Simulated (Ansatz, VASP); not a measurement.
**Ge in VASP and in Ansatz**

INCAR

```
ALGO = Normal ; EDIFF = 1E-6
ENCUT = 520 ; GGA = PS
ISIF = 2 ; ISMEAR = 0
LASPH = T ; LCHARG = T
LELF = T ; LREAL = F
LVHAR = T ; LWAVE = F
NBANDS = 21 ; NELM = 100
PREC = Accurate ; SIGMA = 0.15
```

KPOINTS

```
k-points
0
Gamma
  18 18 10
```

File POSCAR:

```
Ge
1.0
    1.4880529250     -2.5687427139      0.0000000000
    1.4880529250      2.5687427139      0.0000000000
    0.0000000000      0.0000000000      4.7275957900
Ge
2
Direct
    0.6665533700      0.3334466300      0.2500000000
    0.3334466300      0.6665533700      0.7500000000
```

Input for Ansatz:

```yaml
crystal:
  lattice:
    - [1.488052925, -2.5687427139, 0.0]
    - [1.488052925, 2.5687427139, 0.0]
    - [0.0, 0.0, 4.72759579]
  atoms:
    - { symbol: Ge, position: [0.66655337, 0.33344663, 0.25] }
    - { symbol: Ge, position: [0.33344663, 0.66655337, 0.75] }
basis:
  ecutwfc: 420
kpoints:
  mp_grid: { grid: [18, 18, 10] }
hamiltonian:
  xc: pbesol
scf:
  occupations: { method: gaussian, width: 0.15 }
output:
  forces: true
  stress: true
  eigenvalues: true
```

Change from the starting cell: strain -0.0100 x Voigt [0, 1, 0, 0, 0, 0], atoms carried along.

Alike in both runs: task single point; functional PBEsol; k mesh 18 × 18 × 10; occupations gaussian, width 0.15 eV; no spin polarisation.

```csv
,VASP,Ansatz
version,VASP 6.6.1,Ansatz 0.2.0
potentials or method,"VASP PAW PBE potentials, release 64 (Ge_d), cutoff 520 eV","scalar-relativistic, plane waves, PAW"
valence electrons in the cell,28,28
```

Ansatz gave:

- gap on the k mesh at the Fermi level (eV): none
- pressure (GPa): 1.1
- traceless stress, the component that is largest in VASP (GPa): 0.18

Question: What did VASP give for the same quantities?

Answer: gap on the k mesh at the Fermi level (eV): none; pressure (GPa): 1.2; traceless stress, the component that is largest in VASP (GPa): 0.18.

VASP's potentials were made for PBE, not for PBEsol. A gap of «none» marks a metal or a gap that the smearing closes. With one functional, cell and mesh, what is left measures potentials, basis and numerics.
